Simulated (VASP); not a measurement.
# CdS (P6_3mc) in VASP: notebook, part 2 of 2

VASP 6.6.1. The steps go on from the part before.

## Step 5: Single point, r2SCAN (in-plane strain +0.005)

POSCAR reads:

```
CdS
1.0
    4.1846130530      0.0000000000      0.0000000000
   -2.0923065265      3.6239812090      0.0000000000
    0.0000000000      0.0000000000      6.7459495691
Cd S
2 2
Direct
    0.3333333333      0.6666666667     -0.0009613637
    0.6666666667      0.3333333333      0.4990386363
    0.3333333333      0.6666666667      0.3759613637
    0.6666666667      0.3333333333      0.8759613637
```

INCAR.step1 reads:

```
PREC     = Accurate       # precision mode
ENCUT    = 520            # plane-wave cutoff, eV
ISMEAR   = 0              # smearing method
SIGMA    = 0.01           # smearing width, eV
LREAL    = False          # projectors in reciprocal space
LASPH    = True           # aspherical terms in the spheres
NELM     = 60             # most SCF steps
NBANDS   = 26             # bands
GGA      = PE             # functional
ALGO     = Normal         # electronic algorithm
EDIFF    = 1E-4           # SCF threshold, eV
LWAVE    = True           # write WAVECAR
LCHARG   = False          # write CHGCAR
```

INCAR.step2 reads:

```
PREC     = Accurate       # precision mode
ENCUT    = 520            # plane-wave cutoff, eV
EDIFF    = 1E-6           # SCF threshold, eV
ISMEAR   = 0              # smearing method
SIGMA    = 0.01           # smearing width, eV
LREAL    = False          # projectors in reciprocal space
LASPH    = True           # aspherical terms in the spheres
NELM     = 60             # most SCF steps
ALGO     = Normal         # electronic algorithm
ISIF     = 2              # what is computed and relaxed
LWAVE    = False          # write WAVECAR
LCHARG   = False          # write CHGCAR
METAGGA  = R2SCAN         # meta-GGA
LMIXTAU  = True         
NBANDS   = 26             # bands
ISTART   = 1
```

KPOINTS reads:

```
regular mesh
0
Gamma
  6 6 4
```

Potentials or basis: VASP PAW PBE potentials, release 64 (Cd, S).

Started as:

```console
$ cat potpaw_PBE.64/Cd/POTCAR potpaw_PBE.64/S/POTCAR > POTCAR
$ cp INCAR.step1 INCAR
$ mpirun -np 1 vasp_std > vasp.out
$ cp INCAR.step2 INCAR
$ mpirun -np 1 vasp_std > vasp.out
```

OUTCAR:

```text
PREC = Accurate
   ENCUT = 520
   EDIFF = 1E-6
   ISMEAR = 0
   LREAL = False
   LASPH = True
   NELM = 60
   ISIF = 2
   METAGGA = R2SCAN
   ISTART = 1

 ion  position               nearest neighbor table
   1  0.333  0.667  0.999-   3 2.54   4 2.55   4 2.55   4 2.55
   2  0.667  0.333  0.499-   4 2.54   3 2.55   3 2.55   3 2.55
   3  0.333  0.667  0.376-   1 2.54   2 2.55   2 2.55   2 2.55
   4  0.667  0.333  0.876-   2 2.54   1 2.55   1 2.55   1 2.55

  LATTYP: Found a hexagonal cell.
 ALAT       =     4.1846130530
 C/A-ratio  =     1.6120844350

  Lattice vectors:

 A1 = (   4.1846130530,   0.0000000000,   0.0000000000)
 A2 = (  -2.0923065265,   3.6239812090,   0.0000000000)
 A3 = (   0.0000000000,   0.0000000000,   6.7459495691)

Analysis of symmetry for initial positions (statically):
=====================================================================
 Subroutine PRICEL returns:
 Original cell was already a primitive cell.

 Routine SETGRP: Setting up the symmetry group for a
 hexagonal supercell.

 Subroutine GETGRP returns: Found 12 space group operations
 (whereof  6 operations were pure point group operations)
 out of a pool of 24 trial point group operations.

The static configuration has the point symmetry C_3v.
 The point group associated with its full space group is C_6v.

Analysis of symmetry for dynamics (positions and initial velocities):
=====================================================================
 Subroutine PRICEL returns:
 Original cell was already a primitive cell.

 Routine SETGRP: Setting up the symmetry group for a
 hexagonal supercell.

 Subroutine GETGRP returns: Found 12 space group operations
 (whereof  6 operations were pure point group operations)
 out of a pool of 24 trial point group operations.

The dynamic configuration has the point symmetry C_3v.
 The point group associated with its full space group is C_6v.

 Subroutine INISYM returns: Found 12 space group operations
 (whereof  6 operations are pure point group operations),
 and found     1 'primitive' translations

----------------------------------------------------------------------------------------

                                     Primitive cell

  volume of cell :     102.3020

  direct lattice vectors                    reciprocal lattice vectors
     4.184613053  0.000000000  0.000000000     0.238970721  0.137969810  0.000000000
    -2.092306526  3.623981209  0.000000000     0.000000000  0.275939621  0.000000000
     0.000000000  0.000000000  6.745949569     0.000000000  0.000000000  0.148237100

  length of vectors
     4.184613053  4.184613053  6.745949569     0.275939621  0.275939621  0.148237100

  position of ions in fractional coordinates (direct lattice)
     0.333333333  0.666666667  0.999038636
     0.666666667  0.333333333  0.499038636
     0.333333333  0.666666667  0.375961364
     0.666666667  0.333333333  0.875961364

  ion indices of the primitive-cell ions
   primitive index   ion index
                 1           1
                 2           2
                 3           3
                 4           4

----------------------------------------------------------------------------------------

 KPOINTS: regular mesh

Automatic generation of k-mesh.
 Grid dimensions read from file:
 generate k-points for:    6    6    4

 Generating k-lattice:

  Cartesian coordinates                     Fractional coordinates (reciprocal lattice)
     0.039828454  0.022994968  0.000000000     0.166666667 -0.000000000  0.000000000
     0.000000000  0.045989937  0.000000000     0.000000000  0.166666667  0.000000000
     0.000000000  0.000000000  0.037059275     0.000000000  0.000000000  0.250000000

  Length of vectors
     0.045989937  0.045989937  0.037059275

  Shift w.r.t. Gamma in fractional coordinates (k-lattice)
     0.000000000  0.000000000  0.000000000

 Subroutine IBZKPT returns following result:
 ===========================================

 Found     21 irreducible k-points:

 Following reciprocal coordinates:
            Coordinates               Weight
  0.000000  0.000000  0.000000      1.000000
  0.166667  0.000000  0.000000      6.000000
  0.333333  0.000000  0.000000      6.000000
  0.500000  0.000000  0.000000      3.000000
  0.166667  0.166667  0.000000      6.000000
  0.333333  0.166667  0.000000     12.000000
[... 13 lines left out ...]
  0.333333  0.166667  0.500000     12.000000
  0.333333  0.333333  0.500000      2.000000
   k-points           NKPTS =     21   k-points in BZ     NKDIM =     21   number of bands    NBANDS=     26
   number of dos      NEDOS =    301   number of ions     NIONS =      4
   total plane-waves  NPLWV =  51200
   dimension x,y,z NGX =    32 NGY =   32 NGZ =   50
   dimension x,y,z NGXF=    64 NGYF=   64 NGZF=  100
   ions per type =               2   2
   NGX,Y,Z   is equivalent  to a cutoff of  12.71, 12.71, 12.32 a.u.
   NGXF,Y,Z  is equivalent  to a cutoff of  25.43, 25.43, 24.64 a.u.
 SYSTEM =  unknown system
   PREC   = accura    normal or accurate (medium, high low for compatibility)
   ISTART =      1    job   : 0-new  1-cont  2-samecut
   ICHARG =      0    charge: 1-file 2-atom 10-const
   ISPIN  =      1    spin polarized calculation?
   LNONCOLLINEAR =      F non collinear calculations
   LSORBIT =      F    spin-orbit coupling
   LASPH  =      T    aspherical Exc in radial PAW
   ENCUT  =  520.0 eV  38.22 Ry    6.18 a.u.   7.78  7.78 12.54*2*pi/ulx,y,z
   NELM   =     60;   NELMIN=  2; NELMDL=  0     # of ELM steps
   EDIFF  = 0.1E-05   stopping-criterion for ELM
   LREAL  =      F    real-space projection
   EDIFFG = 0.1E-04   stopping-criterion for IOM
   NSW    =      0    number of steps for IOM
   IBRION =     -1    ionic relax: 0-MD 1-quasi-New 2-CG
   NFREE  =      0    steps in history (QN), initial steepest desc. (CG)
   ISIF   =      2    stress and relaxation
   ISYM   =      2    0-nonsym 1-usesym 2-fastsym
   POTIM  = 0.5000    time-step for ionic-motion
   TEBEG  =    0.0;   TEEND  =   0.0 temperature during run
   PSTRESS=    0.0 pullay stress
   NELECT =      36.0000    total number of electrons
   NUPDOWN=      -1.0000    fix difference up-down
   EMIN   =  10.00;   EMAX   =-10.00  energy-range for DOS
   EFERMI =   0.00;   METHOD = LEGACY
   ISMEAR =     0;   SIGMA  =   0.01  broadening in eV -4-tet -1-fermi 0-gaus
   EFERMI_NEDOS =   21; number of points for ismear=-14 and -15
   IALGO  =     38    algorithm
   IMIX   =      4    mixing-type and parameters
     AMIX     =   0.40;   BMIX     =  1.00
     AMIX_MAG =   1.60;   BMIX_MAG =  1.00
  volume/ion in A,a.u.               =      25.58       172.59
  Fermi-wavevector in a.u.,A,eV,Ry     =   1.155795  2.184136 18.175513  1.335863
  Thomas-Fermi vector in A             =   2.292421
   LORBIT       =      0    0 simple, 1 ext, 2 COOP (PROOUT), +10 PAW based schemes
   METAGGA = R2SCAN    functional components
   LHFCALC =     F    Hartree Fock is set to
   AEXX    =    0.0000 exact exchange contribution
   IVDW    =     0    specifies the selected vdW correction
   LEPSILON=     F    determine dielectric tensor
   LRPA    =     F    only Hartree local field effects (RPA)
 non-spin polarized calculation
 Gauss-broadening in eV      SIGMA  =   0.01
  energy-cutoff  :      520.00
  volume of cell :      102.30
 maximum number of plane-waves:      2786
 NGX is ok and might be reduce to    32
   NGX = 15   NGY = 15   NGZ = 25

 number of electron      36.0000002 magnetization

 Free energy of the ion-electron system (eV)
  ---------------------------------------------------
  ext. energy  EPLUGINS =         0.00000000
  ---------------------------------------------------
  free energy    TOTEN  =       -59.38004229 eV

  energy without entropy =      -59.38004229  energy(sigma->0) =      -59.38004229

 E-fermi :   0.8305     XC(G=0):  -9.5758

 val. band max:        0.7819705277   @ k =   0.0000   0.0000   0.0000
 cond. band min:       2.4022585524   @ k =   0.0000   0.0000   0.0000
 fundamental gap:      1.6202880248
 Fermi energy:         0.8305339548

 k-point     1 :       0.0000    0.0000    0.0000
  band No.  band energies     occupation
      1     -11.8989      2.00000
      2     -11.4843      2.00000
      3      -7.0548      2.00000
      4      -7.0403      2.00000
      5      -7.0402      2.00000
      6      -6.9528      2.00000
[... 598 lines left out ...]
     25      10.5476      0.00000
     26      10.5476      0.00000

------------------------ aborting loop because EDIFF is reached ----------------------------------------

  FORCE on cell =-STRESS in cart. coord.  units (eV):
  Direction    XX          YY          ZZ          XY          YZ          ZX
  --------------------------------------------------------------------------------------
  -------------------------------------------------------------------------------------
  Total       -0.2356119     -0.2356119      0.2809350      0.0000000      0.0000000      0.0000000
  in kB       -3.6899760     -3.6899760      4.3997919      0.0000000      0.0000000      0.0000000
  external PRESSURE =      -0.9933867 kB  Pullay stress =       0.0000000 kB

 VOLUME and BASIS-vectors are now :
 -----------------------------------------------------------------------------
  energy-cutoff  :      520.00
  volume of cell :      102.30
      direct lattice vectors                 reciprocal lattice vectors
     4.184613053  0.000000000  0.000000000     0.238970721  0.137969810  0.000000000
    -2.092306526  3.623981209  0.000000000     0.000000000  0.275939621  0.000000000
     0.000000000  0.000000000  6.745949569     0.000000000  0.000000000  0.148237100

 POSITION                                       TOTAL-FORCE (eV/Angst)
 -----------------------------------------------------------------------------------
     -0.00000      2.41599      6.73946        -0.000000      0.000000     -0.059034
      2.09231      1.20799      3.36649         0.000000     -0.000000     -0.059034
     -0.00000      2.41599      2.53622         0.000000     -0.000000      0.059034
      2.09231      1.20799      5.90919        -0.000000      0.000000      0.059034
 -----------------------------------------------------------------------------------
    total drift:                               -0.000000      0.000000     -0.007187

  FREE ENERGIE OF THE ION-ELECTRON SYSTEM (eV)
  ---------------------------------------------------
  free  energy   TOTEN  =       -59.3800422905 eV

  energy  without entropy=      -59.3800422905  energy(sigma->0) =      -59.38004229
```

Wall time 1.7 min (1 thread of AMD EPYC 9R45 (Zen 5), shared host); peak memory 0.22 GiB.

What came out:

```yaml
Free_energy: -59.3800 eV
Pressure: -0.1 GPa
Largest_force: 0.059 eV/Å
Band_gap_on_the_k_mesh: 1.62 eV
```

Forces in eV/Å, atoms in the order of the input:
```
Cd   0.000  0.000 -0.059
Cd   0.000  0.000 -0.059
S    0.000  0.000  0.059
S    0.000  0.000  0.059
```

Caveat: the cell differs from its parent crystal (in-plane strain +0.005); the PAW data sets were made with another functional, which shifts forces and pressure a little.

## Step 6: Overview

| cell | gap on the mesh (eV) | pressure (GPa) |
| --- | --- | --- |
| a = 4.164, b = 4.164, c = 6.766 Å, angles 90.0, 90.0, 120.0°, 4 atoms, atomic positions A | 1.63 | 0.3 |
| a = 4.185, b = 4.185, c = 6.734 Å, angles 90.0, 90.0, 120.0°, 4 atoms, atomic positions B | 1.63 | 0.0 |
| a = 4.185, b = 4.185, c = 6.746 Å, angles 90.0, 90.0, 120.0°, 4 atoms, atomic positions A | 1.62 | -0.1 |

Alike in all rows: task single point; level r2SCAN; potentials or basis VASP PAW PBE potentials, release 64 (Cd, S); no spin polarisation; k mesh 6 × 6 × 4; cutoff (eV) 520; smearing gaussian 0.01 eV.

Caveats: the PAW data sets were made with another functional, which shifts forces and pressure a little.

Total energies depend on the potentials used, so only differences within one code and one set of settings carry meaning.
